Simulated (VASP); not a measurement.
# Sr2Sb3P (P-3m1) in VASP: settings compared, part 3 of 3

VASP 6.6.1.

## 4. Relaxation of cell and atoms, PBEsol

This run uses another cell than the first one, of 35.73 Å³/atom.

Contents of INCAR:

```
  PREC = Accurate
  ENCUT = 600
  EDIFF = 1E-7
  ISMEAR = -1
  SIGMA = 0.03
  LREAL = False
  LASPH = True
  NELM = 100
  ALGO = Normal
  ISIF = 3
  LWAVE = False
  LCHARG = False
  GGA = PS
  IBRION = 2
  NSW = 100
  EDIFFG = -0.01
```

Contents of KPOINTS:

```
Automatic mesh
0
Gamma
  6 6 2
```

Contents of POSCAR:

```
Sr2Sb3P
1.0
    5.2047034200      0.0000000000      0.0000000000
   -2.6023517100      4.5074053800      0.0000000000
    0.0000000000      0.0000000000      9.1394204900
Sr Sb P
2 3 1
Direct
    0.6666666700      0.3333333300      0.1857560800
    0.3333333300      0.6666666700      0.8142439200
    0.6666666700      0.3333333300      0.8504758300
    0.3333333300      0.6666666700      0.1495241700
    0.0000000000      0.0000000000      0.0000000000
    0.0000000000      0.0000000000      0.5000000000
```

Potentials or basis: VASP PAW PBE potentials, release 64 (Sr_sv, Sb, P).

Started as:

```sh
$ cat potpaw_PBE.64/Sr_sv/POTCAR potpaw_PBE.64/Sb/POTCAR potpaw_PBE.64/P/POTCAR > POTCAR
$ mpirun -np 1 vasp_std > vasp.out
```

OUTCAR:

```text
PREC = Accurate
   ENCUT = 600
   EDIFF = 1E-7
   ISMEAR = -1
   LREAL = False
   LASPH = True
   NELM = 100
   ISIF = 3
   GGA = PS
   IBRION = 2
   NSW = 100
   EDIFFG = -0.01

 ion  position               nearest neighbor table
   1  0.667  0.333  0.186-   4 3.02   4 3.02   4 3.02   3 3.06   5 3.45   5 3.45   5 3.45   2 4.53
                             2 4.53   2 4.53
   2  0.333  0.667  0.814-   3 3.02   3 3.02   3 3.02   4 3.06   5 3.45   5 3.45   5 3.45   1 4.53
                             1 4.53   1 4.53
   3  0.667  0.333  0.850-   2 3.02   2 3.02   2 3.02   1 3.06   5 3.30   5 3.30   5 3.30
   4  0.333  0.667  0.150-   1 3.02   1 3.02   1 3.02   2 3.06   5 3.30   5 3.30   5 3.30
   5  0.000  0.000  0.000-   3 3.30   4 3.30   4 3.30   3 3.30   3 3.30   4 3.30   1 3.45   2 3.45
                             2 3.45   1 3.45   2 3.45   1 3.45
   6  0.000  0.000  0.500-

  LATTYP: Found a hexagonal cell.
 ALAT       =     5.2047034200
 C/A-ratio  =     1.7559925614

  Lattice vectors:

 A1 = (   5.2047034200,   0.0000000000,   0.0000000000)
 A2 = (  -2.6023517100,   4.5074053800,   0.0000000000)
 A3 = (   0.0000000000,   0.0000000000,   9.1394204900)

Analysis of symmetry for initial positions (statically):
=====================================================================
 Subroutine PRICEL returns:
 Original cell was already a primitive cell.

 Routine SETGRP: Setting up the symmetry group for a
 hexagonal supercell.

 Subroutine GETGRP returns: Found 12 space group operations
 (whereof 12 operations were pure point group operations)
 out of a pool of 24 trial point group operations.

The static configuration has the point symmetry D_3d.

Analysis of symmetry for dynamics (positions and initial velocities):
=====================================================================
 Subroutine PRICEL returns:
 Original cell was already a primitive cell.

 Routine SETGRP: Setting up the symmetry group for a
 hexagonal supercell.

 Subroutine GETGRP returns: Found 12 space group operations
 (whereof 12 operations were pure point group operations)
 out of a pool of 24 trial point group operations.

The dynamic configuration has the point symmetry D_3d.

 Subroutine INISYM returns: Found 12 space group operations
 (whereof 12 operations are pure point group operations),
 and found     1 'primitive' translations

----------------------------------------------------------------------------------------

                                     Primitive cell

  volume of cell :     214.4081

  direct lattice vectors                    reciprocal lattice vectors
     5.204703420  0.000000000  0.000000000     0.192133906  0.110928563  0.000000000
    -2.602351710  4.507405380  0.000000000     0.000000000  0.221857125  0.000000000
     0.000000000  0.000000000  9.139420490     0.000000000  0.000000000  0.109416128

  length of vectors
     5.204703420  5.204703419  9.139420490     0.221857125  0.221857125  0.109416128

  position of ions in fractional coordinates (direct lattice)
     0.666666670  0.333333330  0.185756080
     0.333333330  0.666666670  0.814243920
     0.666666670  0.333333330  0.850475830
     0.333333330  0.666666670  0.149524170
     0.000000000  0.000000000  0.000000000
     0.000000000  0.000000000  0.500000000

[... 30 lines left out ...]
 Subroutine IBZKPT returns following result:
 ===========================================

 Found     14 irreducible k-points:

 Following reciprocal coordinates:
            Coordinates               Weight
  0.000000  0.000000  0.000000      1.000000
  0.166667  0.000000  0.000000      6.000000
  0.333333  0.000000  0.000000      6.000000
  0.500000  0.000000  0.000000      3.000000
  0.166667  0.166667  0.000000      6.000000
  0.333333  0.166667  0.000000     12.000000
  0.333333  0.333333  0.000000      2.000000
  0.000000  0.000000  0.500000      1.000000
  0.166667  0.000000  0.500000      6.000000
  0.333333  0.000000  0.500000      6.000000
  0.500000  0.000000  0.500000      3.000000
  0.166667  0.166667  0.500000      6.000000
  0.333333  0.166667  0.500000     12.000000
  0.333333  0.333333  0.500000      2.000000
   k-points           NKPTS =     14   k-points in BZ     NKDIM =     14   number of bands    NBANDS=     24
   number of dos      NEDOS =    301   number of ions     NIONS =      6
   total plane-waves  NPLWV = 141120
   dimension x,y,z NGX =    42 NGY =   42 NGZ =   80
   dimension x,y,z NGXF=    84 NGYF=   84 NGZF=  160
   ions per type =               2   3   1
   NGX,Y,Z   is equivalent  to a cutoff of  13.42, 13.42, 14.55 a.u.
   NGXF,Y,Z  is equivalent  to a cutoff of  26.83, 26.83, 29.10 a.u.
 SYSTEM =  unknown system
   PREC   = accura    normal or accurate (medium, high low for compatibility)
   ISTART =      0    job   : 0-new  1-cont  2-samecut
   ICHARG =      2    charge: 1-file 2-atom 10-const
   ISPIN  =      1    spin polarized calculation?
   LNONCOLLINEAR =      F non collinear calculations
   LSORBIT =      F    spin-orbit coupling
   LASPH  =      T    aspherical Exc in radial PAW
   ENCUT  =  600.0 eV  44.10 Ry    6.64 a.u.  10.40 10.40 18.25*2*pi/ulx,y,z
   NELM   =    100;   NELMIN=  2; NELMDL= -5     # of ELM steps
   EDIFF  = 0.1E-06   stopping-criterion for ELM
   LREAL  =      F    real-space projection
   EDIFFG = -.1E-01   stopping-criterion for IOM
   NSW    =    100    number of steps for IOM
   IBRION =      2    ionic relax: 0-MD 1-quasi-New 2-CG
   NFREE  =      1    steps in history (QN), initial steepest desc. (CG)
   ISIF   =      3    stress and relaxation
   ISYM   =      2    0-nonsym 1-usesym 2-fastsym
   POTIM  = 0.5000    time-step for ionic-motion
   TEBEG  =    0.0;   TEEND  =   0.0 temperature during run
   PSTRESS=    0.0 pullay stress
   NELECT =      40.0000    total number of electrons
   NUPDOWN=      -1.0000    fix difference up-down
   EMIN   =  10.00;   EMAX   =-10.00  energy-range for DOS
   EFERMI =   0.00;   METHOD = LEGACY
   ISMEAR =    -1;   SIGMA  =   0.03  broadening in eV -4-tet -1-fermi 0-gaus
   EFERMI_NEDOS =   21; number of points for ismear=-14 and -15
   IALGO  =     38    algorithm
   IMIX   =      4    mixing-type and parameters
     AMIX     =   0.40;   BMIX     =  1.00
     AMIX_MAG =   1.60;   BMIX_MAG =  1.00
  volume/ion in A,a.u.               =      35.73       241.15
  Fermi-wavevector in a.u.,A,eV,Ry     =   0.935437  1.767719 11.905667  0.875042
  Thomas-Fermi vector in A             =   2.062344
   LORBIT       =      0    0 simple, 1 ext, 2 COOP (PROOUT), +10 PAW based schemes
   GGA     = PS    functional components
   LHFCALC =     F    Hartree Fock is set to
   AEXX    =    0.0000 exact exchange contribution
   IVDW    =     0    specifies the selected vdW correction
   LEPSILON=     F    determine dielectric tensor
   LRPA    =     F    only Hartree local field effects (RPA)
 conjugate gradient relaxation of ions
 non-spin polarized calculation
  energy-cutoff  :      600.00
  volume of cell :      214.41
 maximum number of plane-waves:      7188
 NGX is ok and might be reduce to    42
   NGX = 21   NGY = 21   NGZ = 37

--------------------------------------- Ionic step        1  -------------------------------------------

 number of electron      40.0000002 magnetization

 Free energy of the ion-electron system (eV)
  ---------------------------------------------------
  ext. energy  EPLUGINS =         0.00000000
  ---------------------------------------------------
  free energy    TOTEN  =       -21.19746726 eV

  energy without entropy =      -21.17408020  energy(sigma->0) =      -21.18577373

------------------------ aborting loop because EDIFF is reached ----------------------------------------

  FORCE on cell =-STRESS in cart. coord.  units (eV):
  Direction    XX          YY          ZZ          XY          YZ          ZX
  --------------------------------------------------------------------------------------
  -------------------------------------------------------------------------------------
  Total        4.9331615      4.9331615      0.9539164      0.0000000      0.0000000      0.0000000
  in kB       36.8633371     36.8633371      7.1281963      0.0000000      0.0000000      0.0000000
  external PRESSURE =      26.9516235 kB  Pullay stress =       0.0000000 kB
[... 874 lines left out ...]
     23       8.4166      0.00000
     24       8.4166      0.00000

[... ionic steps 4 to 39 ...]

--------------------------------------- Ionic step       40  -------------------------------------------

 number of electron      40.0000003 magnetization

------------------------ aborting loop because EDIFF is reached ----------------------------------------
[... 75 lines left out ...]
--------------------------------------- Ionic step       42  -------------------------------------------

 number of electron      40.0000002 magnetization

 Free energy of the ion-electron system (eV)
  ---------------------------------------------------
  ext. energy  EPLUGINS =         0.00000000
  ---------------------------------------------------
  free energy    TOTEN  =       -25.85477161 eV

  energy without entropy =      -25.84900218  energy(sigma->0) =      -25.85188689

 E-fermi :   5.4816     XC(G=0):  -9.6134

 val. band max:        5.4429475722   @ k =   0.1667   0.1667   0.0000
 cond. band min:       5.5244430377   @ k =   0.1667   0.0000   0.5000
 fundamental gap:      0.0814954655
 Fermi energy:         5.4816478867
[... 409 lines left out ...]
  FREE ENERGIE OF THE ION-ELECTRON SYSTEM (eV)
  ---------------------------------------------------
  free  energy   TOTEN  =       -25.8547716102 eV

  energy  without entropy=      -25.8490021768  energy(sigma->0) =      -25.85188689

 reached required accuracy - stopping structural energy minimisation
```

Wall time 41 min (1 thread of AMD EPYC 7R13 (Zen 3), shared host); peak memory 0.44 GiB.

Results:

| Quantity | Value |
| --- | --- |
| Free energy | -25.8548 eV |
| Relaxed volume | 28.76 Å³/atom |
| Relaxed cell | a = 5.225 Å, b = 5.225 Å, c = 7.299 Å, α = 90.00°, β = 90.00°, γ = 120.00° |
| Space group after relaxing (to 0.1 Å) | P-3m1 (No. 164) |
| Energy gained by relaxing | 776.2 meV/atom |
| Ionic steps | 42 |
| Pressure after relaxing | 0.0 GPa |
| Band gap on the k mesh | zero (bands 20 and 21 overlap by 1.62 eV) |

Forces on the atoms (eV/Å):
```
Sr   0.000  0.000  0.002
Sr   0.000  0.000 -0.002
Sb   0.000  0.000  0.002
Sb   0.000  0.000 -0.002
Sb   0.000  0.000  0.000
P    0.000  0.000  0.000
```

Step by step:
```
step  energy change (eV)  largest force (eV/Å)  pressure (GPa)  volume (Å³)
   1              0.0000                2.1535            2.70       214.41
   3             -0.5096                1.1555           -2.14       237.72
   5             -2.2751                1.5389           -1.96       200.02
   7             -3.6965                1.4612            1.63       165.84
   9             -3.8842                0.9583            4.55       154.59
  11             -4.0341                0.5006            3.32       156.48
  13             -4.1732                0.3719           -0.67       168.57
  15             -4.1951                0.3688           -0.37       167.54
  17             -4.2995                0.3444            1.12       164.03
  19             -4.3556                0.2804           -0.56       170.13
  21             -4.3791                0.3295           -0.65       170.80
  23             -4.4563                0.4034            0.15       169.18
  25             -4.3762                1.2900            2.26       165.02
  27             -4.6265                0.2483            1.01       166.92
  29             -4.6378                0.1675            0.16       169.57
  31             -4.6481                0.1689           -0.24       171.41
  33             -4.6538                0.0366            0.26       170.22
  35             -4.6554                0.0273            0.00       171.40
  37             -4.6566                0.0576           -0.07       172.23
  39             -4.6569                0.0296            0.09       171.91
  41             -4.6573                0.0169            0.01       172.39
  42             -4.6573                0.0024           -0.02       172.56
```

Final structure:
```xyz
6
Lattice="5.2248 0.0000 0.0000 -2.6124 4.5248 0.0000 0.0000 0.0000 7.2991" Properties=species:S:1:pos:R:3 pbc="T T T"
Sr    2.6124    1.5083    2.5881
Sr    0.0000    3.0165    4.7110
Sb    2.6124    1.5083    6.6246
Sb    0.0000    3.0165    0.6744
Sb    0.0000    0.0000    0.0000
P     0.0000    0.0000    3.6495
```

Levels at points of the mesh, in eV from the Fermi level:
```csv
k point,band 16,band 17,band 18,band 19,band 20,band 21,band 22,band 23,band 24
"(0.00, 0.00, 0.00)",-2.92,-2.92,-1.50,-1.50,-1.26,-0.41,0.92,1.50,1.50
"(0.50, 0.00, 0.00)",-2.49,-1.32,-1.31,0.14,0.68,1.03,1.18,1.55,2.07
"(0.00, 0.00, 0.50)",-3.07,-2.67,-2.62,-1.44,-1.44,0.13,0.26,2.07,2.07
"(0.50, 0.00, 0.50)",-1.38,-1.38,-1.36,-0.69,0.46,0.55,0.69,2.00,2.26
```

Caveat: the volume moved by over 15 % at a fixed basis, so the end points are rough; the PAW data sets were made with another functional, which shifts forces and pressure a little; spin-orbit coupling is left out, which moves the levels of the heavy elements.

## 5. The runs side by side

| task | level | cell | k mesh | cutoff (eV) | gap on the mesh (eV) | pressure (GPa) |
| --- | --- | --- | --- | --- | --- | --- |
| single point | PBEsol | a = 4.865, b = 4.865, c = 8.794 Å, angles 90.0, 90.0, 120.0°, 6 atoms, atomic positions A | 6 × 6 × 2 | 520 | none | 0.1 |
| single point | r2SCAN+rVV10 | a = 4.257, b = 4.257, c = 12.086 Å, angles 90.0, 90.0, 120.0°, 6 atoms, atomic positions B | 6 × 6 × 4 | 520 | none | 0.2 |
| relaxation of cell and atoms | PBEsol | relaxed from a = 5.205, b = 5.205, c = 9.139 Å, angles 90.0, 90.0, 120.0°, 6 atoms, atomic positions C | 6 × 6 × 2 | 600 | none | 0.0 |

Alike in all rows: potentials or basis VASP PAW PBE potentials, release 64 (Sr_sv, Sb, P); no spin polarisation; smearing fermi-dirac 0.03 eV.

Caveats: the PAW data sets were made with another functional, which shifts forces and pressure a little; spin-orbit coupling is left out, which moves the levels of the heavy elements; the volume moved by over 15 % at a fixed basis, so the end points are rough (at least some runs).

Absolute energies hang on the potentials; compare differences alone.

The gap in the log of VASP goes by the Fermi energy; the results here count the filled bands.